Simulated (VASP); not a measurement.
# Ge (P6_3/mmc) in VASP: further runs

The runs below take Ge through single point, with PBEsol.

Program: VASP 6.6.1. These are calculated values, not measurements. Logs are shortened: lines on timing, memory, paths and dates and some standing lists are left out, and cuts for length are marked.

**1. The cell of the first run**

Symmetry: P6_3/mmc, No. 194, hexagonal system. The conventional cell has a = 3.937 Å, b = 3.937 Å, c = 6.497 Å, α = 90.00°, β = 90.00°, γ = 120.00°. Within 3.2 Å of Ge (site symmetry 3m) lie 4 Ge at 2.42 to 2.43 Å.

**2. Single point, PBEsol (strain -0.015 along x and y, -0.015 along z)**

INCAR reads:

```
SYSTEM = Ge
PREC = Accurate
ENCUT = 520
EDIFF = 1E-6
ISMEAR = 0
SIGMA = 0.15
LREAL = .False.
LASPH = .True.
NELM = 100
ALGO = Normal
ISIF = 2
LWAVE = .False.
LCHARG = .True.
GGA = PS
LELF = .True.
LVHAR = .True.
NBANDS = 36
```

KPOINTS reads:

```
regular mesh
0
Gamma
  12 12 8
  0 0 0
```

POSCAR reads:

```
Ge
1.0
    3.9370133462      0.0000000000      0.0000000000
   -1.9685066731      3.4095535729      0.0000000000
    0.0000000000      0.0000000000      6.4974196560
Ge
4
Direct
    0.6666666667      0.3333333333      0.0629118565
    0.3333333333      0.6666666667      0.5629118565
    0.6666666667      0.3333333333      0.4370881435
    0.3333333333      0.6666666667      0.9370881435
```

Potentials or basis: VASP PAW PBE potentials, release 64 (Ge_d).

Started as:

```console
cat potpaw_PBE.64/Ge_d/POTCAR > POTCAR
mpirun -np 1 vasp_std > vasp.out
```

OUTCAR:

```text
SYSTEM = Ge
   PREC = Accurate
   ENCUT = 520
   EDIFF = 1E-6
   ISMEAR = 0
   LREAL = .False.
   LASPH = .True.
   NELM = 100
   ISIF = 2
   GGA = PS

 ion  position               nearest neighbor table
   1  0.667  0.333  0.063-   4 2.42   4 2.42   4 2.42   3 2.43
   2  0.333  0.667  0.563-   3 2.42   3 2.42   3 2.42   4 2.43
   3  0.667  0.333  0.437-   2 2.42   2 2.42   2 2.42   1 2.43
   4  0.333  0.667  0.937-   1 2.42   1 2.42   1 2.42   2 2.43

  LATTYP: Found a hexagonal cell.
 ALAT       =     3.9370133462
 C/A-ratio  =     1.6503422988

  Lattice vectors:

 A1 = (   3.9370133462,   0.0000000000,   0.0000000000)
 A2 = (  -1.9685066731,   3.4095535729,   0.0000000000)
 A3 = (   0.0000000000,   0.0000000000,   6.4974196560)

Analysis of symmetry for initial positions (statically):
=====================================================================
 Subroutine PRICEL returns:
 Original cell was already a primitive cell.

 Routine SETGRP: Setting up the symmetry group for a
 hexagonal supercell.

 Subroutine GETGRP returns: Found 24 space group operations
 (whereof 12 operations were pure point group operations)
 out of a pool of 24 trial point group operations.

The static configuration has the point symmetry D_3d.
 The point group associated with its full space group is D_6h.

Analysis of symmetry for dynamics (positions and initial velocities):
=====================================================================
 Subroutine PRICEL returns:
 Original cell was already a primitive cell.

 Routine SETGRP: Setting up the symmetry group for a
 hexagonal supercell.

 Subroutine GETGRP returns: Found 24 space group operations
 (whereof 12 operations were pure point group operations)
 out of a pool of 24 trial point group operations.

The dynamic configuration has the point symmetry D_3d.
 The point group associated with its full space group is D_6h.

 Subroutine INISYM returns: Found 24 space group operations
 (whereof 12 operations are pure point group operations),
 and found     1 'primitive' translations

----------------------------------------------------------------------------------------

                                     Primitive cell

  volume of cell :      87.2178

  direct lattice vectors                    reciprocal lattice vectors
     3.937013346  0.000000000  0.000000000     0.253999647  0.146646765  0.000000000
    -1.968506673  3.409553573  0.000000000     0.000000000  0.293293529  0.000000000
     0.000000000  0.000000000  6.497419656     0.000000000  0.000000000  0.153907251

  length of vectors
     3.937013346  3.937013346  6.497419656     0.293293529  0.293293529  0.153907251

  position of ions in fractional coordinates (direct lattice)
     0.666666667  0.333333333  0.062911857
     0.333333333  0.666666667  0.562911857
     0.666666667  0.333333333  0.437088143
     0.333333333  0.666666667  0.937088143

  ion indices of the primitive-cell ions
   primitive index   ion index
                 1           1
                 2           2
                 3           3
                 4           4

----------------------------------------------------------------------------------------

 KPOINTS: regular mesh

Automatic generation of k-mesh.
 Grid dimensions read from file:
 generate k-points for:   12   12    8

 Generating k-lattice:

  Cartesian coordinates                     Fractional coordinates (reciprocal lattice)
     0.021166637  0.012220564  0.000000000     0.083333333  0.000000000  0.000000000
     0.000000000  0.024441127  0.000000000     0.000000000  0.083333333  0.000000000
     0.000000000  0.000000000  0.019238406     0.000000000  0.000000000  0.125000000

  Length of vectors
     0.024441127  0.024441127  0.019238406

  Shift w.r.t. Gamma in fractional coordinates (k-lattice)
     0.000000000  0.000000000  0.000000000

 Subroutine IBZKPT returns following result:
 ===========================================

 Found     95 irreducible k-points:

 Following reciprocal coordinates:
            Coordinates               Weight
  0.000000  0.000000  0.000000      1.000000
  0.083333 -0.000000  0.000000      6.000000
  0.166667  0.000000  0.000000      6.000000
  0.250000  0.000000  0.000000      6.000000
  0.333333  0.000000  0.000000      6.000000
  0.416667  0.000000  0.000000      6.000000
[... 16 lines left out ...]
  0.250000  0.000000  0.125000     12.000000
  0.333333  0.000000  0.125000     12.000000
 [... further k-points ...]
   k-points           NKPTS =     95   k-points in BZ     NKDIM =     95   number of bands    NBANDS=     36
   number of dos      NEDOS =    301   number of ions     NIONS =      4
   total plane-waves  NPLWV =  43200
   dimension x,y,z NGX =    30 NGY =   30 NGZ =   48
   dimension x,y,z NGXF=    60 NGYF=   60 NGZF=   96
   ions per type =               4
   NGX,Y,Z   is equivalent  to a cutoff of  12.67, 12.67, 12.28 a.u.
   NGXF,Y,Z  is equivalent  to a cutoff of  25.34, 25.34, 24.56 a.u.
 SYSTEM =  Ge
   PREC   = accura    normal or accurate (medium, high low for compatibility)
   ISTART =      0    job   : 0-new  1-cont  2-samecut
   ICHARG =      2    charge: 1-file 2-atom 10-const
   ISPIN  =      1    spin polarized calculation?
   LNONCOLLINEAR =      F non collinear calculations
   LSORBIT =      F    spin-orbit coupling
   LASPH  =      T    aspherical Exc in radial PAW
   ENCUT  =  520.0 eV  38.22 Ry    6.18 a.u.   7.32  7.32 12.08*2*pi/ulx,y,z
   NELM   =    100;   NELMIN=  2; NELMDL= -5     # of ELM steps
   EDIFF  = 0.1E-05   stopping-criterion for ELM
   LREAL  =      F    real-space projection
   EDIFFG = 0.1E-04   stopping-criterion for IOM
   NSW    =      0    number of steps for IOM
   IBRION =     -1    ionic relax: 0-MD 1-quasi-New 2-CG
   NFREE  =      0    steps in history (QN), initial steepest desc. (CG)
   ISIF   =      2    stress and relaxation
   ISYM   =      2    0-nonsym 1-usesym 2-fastsym
   POTIM  = 0.5000    time-step for ionic-motion
   TEBEG  =    0.0;   TEEND  =   0.0 temperature during run
   PSTRESS=    0.0 pullay stress
   NELECT =      56.0000    total number of electrons
   NUPDOWN=      -1.0000    fix difference up-down
   EMIN   =  10.00;   EMAX   =-10.00  energy-range for DOS
   EFERMI =   0.00;   METHOD = LEGACY
   ISMEAR =     0;   SIGMA  =   0.15  broadening in eV -4-tet -1-fermi 0-gaus
   EFERMI_NEDOS =   21; number of points for ismear=-14 and -15
   IALGO  =     38    algorithm
   IMIX   =      4    mixing-type and parameters
     AMIX     =   0.40;   BMIX     =  1.00
     AMIX_MAG =   1.60;   BMIX_MAG =  1.00
  volume/ion in A,a.u.               =      21.80       147.14
  Fermi-wavevector in a.u.,A,eV,Ry     =   1.412329  2.668914 27.139158  1.994672
  Thomas-Fermi vector in A             =   2.534088
   LORBIT       =      0    0 simple, 1 ext, 2 COOP (PROOUT), +10 PAW based schemes
   GGA     = PS    functional components
   LHFCALC =     F    Hartree Fock is set to
   AEXX    =    0.0000 exact exchange contribution
   IVDW    =     0    specifies the selected vdW correction
   LEPSILON=     F    determine dielectric tensor
   LRPA    =     F    only Hartree local field effects (RPA)
 non-spin polarized calculation
 Gauss-broadening in eV      SIGMA  =   0.15
  energy-cutoff  :      520.00
  volume of cell :       87.22
 maximum number of plane-waves:      2382
 NGX is ok and might be reduce to    30
   NGX = 15   NGY = 15   NGZ = 25

 number of electron      55.9999968 magnetization

 Free energy of the ion-electron system (eV)
  ---------------------------------------------------
  ext. energy  EPLUGINS =         0.00000000
  ---------------------------------------------------
  free energy    TOTEN  =       -19.64509578 eV

  energy without entropy =      -19.64373849  energy(sigma->0) =      -19.64441713

 E-fermi :   5.3687     XC(G=0): -10.3035

 val. band max:        5.3227426902   @ k =   0.0000   0.0000   0.1250
 cond. band min:       5.4210755951   @ k =   0.0000   0.0000   0.0000
 fundamental gap:      0.0983329049
 Fermi energy:         5.3687181307

 k-point     1 :       0.0000    0.0000    0.0000
  band No.  band energies     occupation
      1     -19.6306      2.00000
      2     -19.6306      2.00000
      3     -19.5879      2.00000
      4     -19.5870      2.00000
      5     -19.5870      2.00000
      6     -19.5737      2.00000
[... 28 lines left out ...]
     35       9.9194      0.00000
     36      11.3066      0.00000

 k-point     2 :       0.0833   -0.0000    0.0000
  band No.  band energies     occupation
      1     -19.6360      2.00000
      2     -19.6323      2.00000
      3     -19.5933      2.00000
      4     -19.5899      2.00000
      5     -19.5871      2.00000
      6     -19.5671      2.00000
[... 28 lines left out ...]
     35      10.2471      0.00000
     36      11.7407      0.00000

 k-point     3 :       0.1667    0.0000    0.0000
  band No.  band energies     occupation
      1     -19.6452      2.00000
      2     -19.6358      2.00000
      3     -19.6032      2.00000
      4     -19.5962      2.00000
      5     -19.5862      2.00000
      6     -19.5570      2.00000
[... 28 lines left out ...]
     35      10.9798      0.00000
     36      11.0977      0.00000

 k-point     4 :       0.2500    0.0000    0.0000
  band No.  band energies     occupation
      1     -19.6513      2.00000
      2     -19.6388      2.00000
      3     -19.6136      2.00000
      4     -19.6025      2.00000
      5     -19.5822      2.00000
      6     -19.5491      2.00000
[... 28 lines left out ...]
     35      11.9429      0.00000
     36      12.2560      0.00000

 k-point     5 :       0.3333    0.0000    0.0000
  band No.  band energies     occupation
      1     -19.6527      2.00000
      2     -19.6403      2.00000
      3     -19.6235      2.00000
      4     -19.6072      2.00000
      5     -19.5744      2.00000
      6     -19.5440      2.00000
[... 655 lines left out ...]
 k-point    22 :       0.1667    0.0000    0.1250
  band No.  band energies     occupation
      1     -19.6435      2.00000
      2     -19.6346      2.00000
      3     -19.6019      2.00000
      4     -19.5985      2.00000
      5     -19.5888      2.00000
      6     -19.5574      2.00000
[... 28 lines left out ...]
     35      10.9664      0.00000
     36      11.2615      0.00000

 k-point    23 :       0.2500    0.0000    0.1250
  band No.  band energies     occupation
      1     -19.6494      2.00000
      2     -19.6377      2.00000
      3     -19.6120      2.00000
      4     -19.6044      2.00000
      5     -19.5846      2.00000
      6     -19.5495      2.00000
[... 28 lines left out ...]
     35      11.7411      0.00000
     36      12.0969      0.00000

 k-point    24 :       0.3333    0.0000    0.1250
  band No.  band energies     occupation
      1     -19.6505      2.00000
      2     -19.6393      2.00000
      3     -19.6216      2.00000
      4     -19.6089      2.00000
      5     -19.5766      2.00000
      6     -19.5442      2.00000
[... 28 lines left out ...]
     35      12.3969      0.00000
     36      12.9306      0.00000

 [... further k-points ...]
[... 5 lines left out ...]
  --------------------------------------------------------------------------------------
  -------------------------------------------------------------------------------------
  Total        1.7828177      1.7828177      1.7916566      0.0000000      0.0000000      0.0000000
  in kB       32.7500671     32.7500671     32.9124360      0.0000000      0.0000000      0.0000000
  external PRESSURE =      32.8041901 kB  Pullay stress =       0.0000000 kB

 VOLUME and BASIS-vectors are now :
 -----------------------------------------------------------------------------
  energy-cutoff  :      520.00
  volume of cell :       87.22
      direct lattice vectors                 reciprocal lattice vectors
     3.937013346  0.000000000  0.000000000     0.253999647  0.146646765  0.000000000
    -1.968506673  3.409553573  0.000000000     0.000000000  0.293293529  0.000000000
     0.000000000  0.000000000  6.497419656     0.000000000  0.000000000  0.153907251

 POSITION                                       TOTAL-FORCE (eV/Angst)
 -----------------------------------------------------------------------------------
      1.96851      1.13652      0.40876         0.000000     -0.000000      0.011165
     -0.00000      2.27304      3.65747        -0.000000      0.000000      0.011165
      1.96851      1.13652      2.83995         0.000000     -0.000000     -0.011165
     -0.00000      2.27304      6.08865        -0.000000      0.000000     -0.011165
 -----------------------------------------------------------------------------------
    total drift:                                0.000000     -0.000000      0.000000

  FREE ENERGIE OF THE ION-ELECTRON SYSTEM (eV)
  ---------------------------------------------------
  free  energy   TOTEN  =       -19.6450957801 eV

  energy  without entropy=      -19.6437384868  energy(sigma->0) =      -19.64441713
```

Run time: 3.4 min. Hardware: 1 thread of AMD EPYC 7R43 (Zen 3), shared host; peak memory 0.31 GiB.

What came out:

```yaml
Free_energy: -19.6451 eV
Pressure: 3.3 GPa
Largest_force: 0.011 eV/Å
Band_gap_on_the_k_mesh: zero (band 28 reaches 5.42 eV, above the bottom of band 29 at 5.32 eV)
```

Forces on the atoms (eV/Å):
```
Ge   0.000  0.000  0.011
Ge   0.000  0.000  0.011
Ge   0.000  0.000 -0.011
Ge   0.000  0.000 -0.011
```

Caveat: the cell differs from its parent crystal (strain -0.015 along x and y, -0.015 along z); the PAW data sets were made with another functional, which shifts forces and pressure a little.

**3. Single point, PBEsol (strain -0.030 along x and y, +0.030 along z)**

INCAR reads:

```
SYSTEM = Ge
ALGO = Normal
EDIFF = 1E-6
ENCUT = 520
GGA = PS
ISIF = 2
ISMEAR = 0
LASPH = .True.
LCHARG = .True.
LELF = .True.
LREAL = .False.
LVHAR = .True.
LWAVE = .False.
NBANDS = 36
NELM = 100
PREC = Accurate
SIGMA = 0.15
```

KPOINTS reads:

```
k-points
0
Gamma
  12 12 8
  0 0 0
```

POSCAR reads:

```
Ge
1.0
    3.8770588283      0.0000000000      0.0000000000
   -1.9385294141      3.3576314372      0.0000000000
    0.0000000000      0.0000000000      6.7942560870
Ge
4
Direct
    0.6666666667      0.3333333333      0.0629118565
    0.3333333333      0.6666666667      0.5629118565
    0.6666666667      0.3333333333      0.4370881435
    0.3333333333      0.6666666667      0.9370881435
```

Potentials or basis: VASP PAW PBE potentials, release 64 (Ge_d).

Started as:

```console
cat potpaw_PBE.64/Ge_d/POTCAR > POTCAR
mpirun -np 1 vasp_std > vasp.out
```

It took 3.4 min on 1 thread of AMD EPYC 7R43 (Zen 3), shared host; peak memory 0.31 GiB.

The run converged. Its results:

```yaml
Free_energy: -19.5467 eV
Pressure: 2.6 GPa
Largest_force: 0.531 eV/Å
Band_gap_on_the_k_mesh: zero (band 28 reaches 5.29 eV, above the bottom of band 29 at 5.22 eV)
```

Forces on the atoms (eV/Å):
```
Ge   0.000  0.000  0.531
Ge   0.000  0.000  0.531
Ge   0.000  0.000 -0.531
Ge   0.000  0.000 -0.531
```

Stress tensor (GPa, compression positive):
```
 6.12  0.00  0.00
 0.00  6.12  0.00
 0.00  0.00 -4.48
```

Levels at points of the mesh, in eV from the Fermi level:
| k point | band 26 | band 27 | band 28 | band 29 | band 30 | band 31 |
| --- | --- | --- | --- | --- | --- | --- |
| (0.00, 0.00, 0.00) | -0.33 | -0.17 | 0.10 | 0.10 | 0.49 | 2.43 |
| (0.50, 0.00, 0.00) | -3.03 | -2.91 | -1.65 | 0.65 | 1.44 | 3.30 |
| (0.00, 0.00, 0.50) | -0.72 | -0.72 | -0.72 | 1.14 | 1.14 | 3.52 |
| (0.50, 0.00, 0.50) | -2.84 | -2.46 | -2.46 | 0.34 | 0.34 | 1.89 |

Caveat: the cell differs from its parent crystal (strain -0.030 along x and y, +0.030 along z); the PAW data sets were made with another functional, which shifts forces and pressure a little.

**4. Single point, PBEsol (strain +0.000 along x and y, -0.030 along z)**

INCAR reads:

```
ALGO     = Normal         # electronic algorithm
EDIFF    = 1E-6           # SCF threshold, eV
ENCUT    = 520            # plane-wave cutoff, eV
GGA      = PS             # functional
ISIF     = 2              # what is computed and relaxed
ISMEAR   = 0              # smearing method
LASPH    = True           # aspherical terms in the spheres
LCHARG   = False          # write CHGCAR
LREAL    = False          # projectors in reciprocal space
LWAVE    = False          # write WAVECAR
NBANDS   = 36             # bands
NELM     = 60             # most SCF steps
PREC     = Accurate       # precision mode
SIGMA    = 0.15           # smearing width, eV
```

KPOINTS reads:

```
k-points
0
Gamma
  12 12 8
```

POSCAR reads:

```
Ge
1.0
    3.9969678642      0.0000000000      0.0000000000
   -1.9984839321      3.4614757085      0.0000000000
    0.0000000000      0.0000000000      6.3984741790
Ge
4
Direct
    0.6666666667      0.3333333333      0.0629118565
    0.3333333333      0.6666666667      0.5629118565
    0.6666666667      0.3333333333      0.4370881435
    0.3333333333      0.6666666667      0.9370881435
```

Started as:

```console
cat potpaw_PBE.64/Ge_d/POTCAR > POTCAR
mpirun -np 1 vasp_std > vasp.out
```

Run time: 3.9 min. Hardware: 1 thread of AMD EPYC 7R43 (Zen 3), shared host; peak memory 0.3 GiB.

The run converged. Its results:

| Quantity | Value |
| --- | --- |
| Free energy | -19.6338 eV |
| Pressure | 2.2 GPa |
| Largest force | 0.348 eV/Å |
| Band gap on the k mesh | zero (band 28 reaches 5.28 eV, above the bottom of band 29 at 5.02 eV) |

Forces on the atoms (eV/Å):
```
Ge   0.000  0.000 -0.348
Ge   0.000  0.000 -0.348
Ge   0.000  0.000  0.348
Ge   0.000  0.000  0.348
```

Stress tensor (GPa, compression positive):
```
0.18 0.00 0.00
0.00 0.18 0.00
0.00 0.00 6.33
```

Levels at points of the mesh, in eV from the Fermi level:
| k point | band 26 | band 27 | band 28 | band 29 | band 30 | band 31 |
| --- | --- | --- | --- | --- | --- | --- |
| (0.00, 0.00, 0.00) | -0.39 | -0.19 | 0.10 | 0.10 | 0.28 | 2.02 |
| (0.50, 0.00, 0.00) | -3.33 | -3.05 | -1.47 | 0.25 | 1.75 | 3.51 |
| (0.00, 0.00, 0.50) | -1.04 | -1.04 | -1.04 | 0.50 | 0.50 | 3.24 |
| (0.50, 0.00, 0.50) | -2.59 | -2.58 | -2.58 | 0.48 | 0.48 | 2.08 |

Caveat: the cell differs from its parent crystal (strain +0.000 along x and y, -0.030 along z); the PAW data sets were made with another functional, which shifts forces and pressure a little.

**5. Overview**

| cell | gap on the mesh (eV) | pressure (GPa) | largest force (eV/Å) |
| --- | --- | --- | --- |
| a = 3.937, b = 3.937, c = 6.497 Å, angles 90.0, 90.0, 120.0°, 4 atoms | none | 3.3 | 0.01 |
| a = 3.877, b = 3.877, c = 6.794 Å, angles 90.0, 90.0, 120.0°, 4 atoms | none | 2.6 | 0.53 |
| a = 3.997, b = 3.997, c = 6.398 Å, angles 90.0, 90.0, 120.0°, 4 atoms | none | 2.2 | 0.35 |

Alike in all rows: task single point; level PBEsol; potentials or basis VASP PAW PBE potentials, release 64 (Ge_d); no spin polarisation; k mesh 12 × 12 × 8; cutoff (eV) 520; smearing gaussian 0.15 eV.

Caveats: the PAW data sets were made with another functional, which shifts forces and pressure a little.

Absolute energies hang on the potentials; compare differences alone.
